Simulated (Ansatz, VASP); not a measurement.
**MgO: VASP beside Ansatz**

```xyz
2
Lattice="0.0000 2.1431 2.1431 2.1431 0.0000 2.1431 2.1431 2.1431 0.0000" Properties=species:S:1:pos:R:3 pbc="T T T"
Mg    0.0000    0.0000    0.0000
O     2.1431    2.1431    2.1431
```

Alike in both runs: task single point; functional PBE; k mesh 8 × 8 × 8; no spin polarisation.

|  | VASP | Ansatz |
| --- | --- | --- |
| version | VASP 6.6.1 | Ansatz 0.2.0 |
| potentials or method | VASP PAW PBE potentials, release 64 (Mg_sv, O), cutoff 840 eV | plane waves, PAW |
| occupations | gaussian, width 0.01 eV | fixed |
| valence electrons in the cell | 16 | 16 |

```tsv
	VASP	Ansatz	Ansatz less VASP
pressure (GPa)	-3.2	-3.2	+0.01
```
